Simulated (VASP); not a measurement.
# Mg (P6_3/mmc) in VASP: further runs

Aim: see how the results for Mg move with the level of theory and the settings. Levels: PBEsol, r2SCAN, HSE06. Tasks: single point.

All numbers are computed with VASP 6.6.1; they aren't measurements. Logs are shortened: lines on timing, memory, paths and dates and some standing lists are left out, and cuts for length are marked.

## 1. The cell of the first run

The structure is hexagonal, space group P6_3/mmc (No. 194). The conventional cell has a = 3.189 Å, b = 3.189 Å, c = 5.113 Å, α = 90.00°, β = 90.00°, γ = 120.00°. Mg (site symmetry -6m2) has 12 Mg at 3.15 to 3.19 Å within 4.1 Å.

## 2. Single point, PBEsol

Input file INCAR:

```
PREC = Accurate
ENCUT = 520
EDIFF = 1E-7
ISMEAR = -1
SIGMA = 0.05
LREAL = F
LASPH = T
NELM = 60
ALGO = Normal
ISIF = 2
LWAVE = F
LCHARG = F
GGA = PS
NBANDS = 9
```

Input file KPOINTS:

```
regular mesh
0
Gamma
  9 9 5
```

Input file POSCAR:

```
Mg
1.0
    3.1891760000      0.0000000000      0.0000000000
   -1.5945880000      2.7619080000      0.0000000000
    0.0000000000      0.0000000000      5.1134100000
Mg
2
Direct
    0.3333330000      0.6666670000      0.2500000000
    0.6666670000      0.3333330000      0.7500000000
```

Potentials or basis: VASP PAW PBE potentials, release 64 (Mg).

Launch:

```bash
cat potpaw_PBE.64/Mg/POTCAR > POTCAR
mpirun -np 1 vasp_std > vasp.out
```

OUTCAR:

```text
PREC = Accurate
   ENCUT = 520
   EDIFF = 1E-7
   ISMEAR = -1
   LREAL = F
   LASPH = T
   NELM = 60
   ISIF = 2
   GGA = PS

 ion  position               nearest neighbor table
   1  0.333  0.667  0.250-   2 3.15   2 3.15   2 3.15   2 3.15   2 3.15   2 3.15
   2  0.667  0.333  0.750-   1 3.15   1 3.15   1 3.15   1 3.15   1 3.15   1 3.15

  LATTYP: Found a hexagonal cell.
 ALAT       =     3.1891760000
 C/A-ratio  =     1.6033640037

  Lattice vectors:

 A1 = (   3.1891760000,   0.0000000000,   0.0000000000)
 A2 = (  -1.5945880000,   2.7619080000,   0.0000000000)
 A3 = (   0.0000000000,   0.0000000000,   5.1134100000)

Analysis of symmetry for initial positions (statically):
=====================================================================
 Subroutine PRICEL returns:
 Original cell was already a primitive cell.

 Routine SETGRP: Setting up the symmetry group for a
 hexagonal supercell.

 Subroutine GETGRP returns: Found 24 space group operations
 (whereof 12 operations were pure point group operations)
 out of a pool of 24 trial point group operations.

The static configuration has the point symmetry D_3d.
 The point group associated with its full space group is D_6h.

Analysis of symmetry for dynamics (positions and initial velocities):
=====================================================================
 Subroutine PRICEL returns:
 Original cell was already a primitive cell.

 Routine SETGRP: Setting up the symmetry group for a
 hexagonal supercell.

 Subroutine GETGRP returns: Found 24 space group operations
 (whereof 12 operations were pure point group operations)
 out of a pool of 24 trial point group operations.

The dynamic configuration has the point symmetry D_3d.
 The point group associated with its full space group is D_6h.

 Subroutine INISYM returns: Found 24 space group operations
 (whereof 12 operations are pure point group operations),
 and found     1 'primitive' translations

----------------------------------------------------------------------------------------

                                     Primitive cell

  volume of cell :      45.0400

  direct lattice vectors                    reciprocal lattice vectors
     3.189176000  0.000000000  0.000000000     0.313560619  0.181034271  0.000000000
    -1.594588000  2.761908000  0.000000000     0.000000000  0.362068541  0.000000000
     0.000000000  0.000000000  5.113410000     0.000000000  0.000000000  0.195564213

[... 82 lines left out ...]
   NELM   =     60;   NELMIN=  2; NELMDL= -5     # of ELM steps
   EDIFF  = 0.1E-06   stopping-criterion for ELM
   LREAL  =      F    real-space projection
   EDIFFG = 0.1E-05   stopping-criterion for IOM
   NSW    =      0    number of steps for IOM
   IBRION =     -1    ionic relax: 0-MD 1-quasi-New 2-CG
   NFREE  =      0    steps in history (QN), initial steepest desc. (CG)
   ISIF   =      2    stress and relaxation
   ISYM   =      2    0-nonsym 1-usesym 2-fastsym
   POTIM  = 0.5000    time-step for ionic-motion
   TEBEG  =    0.0;   TEEND  =   0.0 temperature during run
   PSTRESS=    0.0 pullay stress
   NELECT =       4.0000    total number of electrons
   NUPDOWN=      -1.0000    fix difference up-down
   EMIN   =  10.00;   EMAX   =-10.00  energy-range for DOS
   EFERMI =   0.00;   METHOD = LEGACY
   ISMEAR =    -1;   SIGMA  =   0.05  broadening in eV -4-tet -1-fermi 0-gaus
   EFERMI_NEDOS =   21; number of points for ismear=-14 and -15
   IALGO  =     38    algorithm
   IMIX   =      4    mixing-type and parameters
     AMIX     =   0.40;   BMIX     =  1.00
     AMIX_MAG =   1.60;   BMIX_MAG =  1.00
  volume/ion in A,a.u.               =      22.52       151.97
  Fermi-wavevector in a.u.,A,eV,Ry     =   0.730402  1.380260  7.258536  0.533487
  Thomas-Fermi vector in A             =   1.822363
   LORBIT       =      0    0 simple, 1 ext, 2 COOP (PROOUT), +10 PAW based schemes
   GGA     = PS    functional components
   LHFCALC =     F    Hartree Fock is set to
   AEXX    =    0.0000 exact exchange contribution
   IVDW    =     0    specifies the selected vdW correction
   LEPSILON=     F    determine dielectric tensor
   LRPA    =     F    only Hartree local field effects (RPA)
 non-spin polarized calculation
  energy-cutoff  :      520.00
  volume of cell :       45.04
 maximum number of plane-waves:      1230
 NGX is ok and might be reduce to    24
   NGX = 11   NGY = 11   NGZ = 19

 number of electron       4.0000000 magnetization

 Free energy of the ion-electron system (eV)
  ---------------------------------------------------
  ext. energy  EPLUGINS =         0.00000000
  ---------------------------------------------------
  free energy    TOTEN  =        -3.44327229 eV

  energy without entropy =       -3.43591431  energy(sigma->0) =       -3.43959330

 E-fermi :   2.6369     XC(G=0):  -8.5939

 val. band max:        2.6043005159   @ k =   0.4444   0.0000   0.4000
 cond. band min:       2.7202500157   @ k =   0.3333   0.3333   0.4000
 fundamental gap:      0.1159494998
 Fermi energy:         2.6368910814

 k-point     1 :       0.0000    0.0000    0.0000
  band No.  band energies     occupation
      1      -4.3199      2.00000
      2       1.0411      2.00000
      3       1.5729      2.00000
      4      13.5967      0.00000
      5      13.5967      0.00000
      6      13.7230      0.00000
      7      13.7230      0.00000
      8      14.6774      0.00000
      9      16.1718      0.00000
[... 265 lines left out ...]
 k-point    24 :       0.3333    0.3333    0.2000
  band No.  band energies     occupation
      1       2.2193      1.99953
      2       2.2401      1.99929
      3       2.2401      1.99929
      4       5.4158      0.00000
      5       5.7384      0.00000
      6       5.7384      0.00000
      7       9.7288      0.00000
      8      10.3804      0.00000
      9      10.3804      0.00000

 [... further k-points ...]
[... 5 lines left out ...]
  --------------------------------------------------------------------------------------
  -------------------------------------------------------------------------------------
  Total       -0.1279276     -0.1279277      0.2186353      0.0000000      0.0000000      0.0000000
  in kB       -4.5506826     -4.5506845      7.7773650      0.0000000      0.0000000      0.0000000
  external PRESSURE =      -0.4413340 kB  Pullay stress =       0.0000000 kB

 VOLUME and BASIS-vectors are now :
 -----------------------------------------------------------------------------
  energy-cutoff  :      520.00
  volume of cell :       45.04
      direct lattice vectors                 reciprocal lattice vectors
     3.189176000  0.000000000  0.000000000     0.313560619  0.181034271  0.000000000
    -1.594588000  2.761908000  0.000000000     0.000000000  0.362068541  0.000000000
     0.000000000  0.000000000  5.113410000     0.000000000  0.000000000  0.195564213

 POSITION                                       TOTAL-FORCE (eV/Angst)
 -----------------------------------------------------------------------------------
     -0.00000      1.84127      1.27835         0.000000      0.000000      0.000000
      1.59459      0.92064      3.83506        -0.000000     -0.000000      0.000000
 -----------------------------------------------------------------------------------
    total drift:                               -0.000001      0.000001     -0.000003

  FREE ENERGIE OF THE ION-ELECTRON SYSTEM (eV)
  ---------------------------------------------------
  free  energy   TOTEN  =        -3.4432722928 eV

  energy  without entropy=       -3.4359143077  energy(sigma->0) =       -3.43959330
```

Wall time 6.9 s (1 thread of Intel Xeon Platinum 8488C (Sapphire Rapids), shared host); peak memory 0.16 GiB.

What came out:

- Free energy: -3.4433 eV
- Pressure: 0.0 GPa
- Band gap on the k mesh: zero (bands 2 and 3 overlap by 2.14 eV)

Stress tensor (GPa, compression positive):
```
-0.46  0.00  0.00
 0.00 -0.46  0.00
 0.00  0.00  0.78
```

Levels at points of the mesh, in eV from the Fermi level:
| k point | band 1 | band 2 | band 3 | band 4 | band 5 |
| --- | --- | --- | --- | --- | --- |
| (0.00, 0.00, 0.00) | -6.96 | -1.60 | -1.06 | 10.96 | 10.96 |

Caveat: the PAW data sets were made with another functional, which shifts forces and pressure a little.

(Part 1 of 2 ends here.)
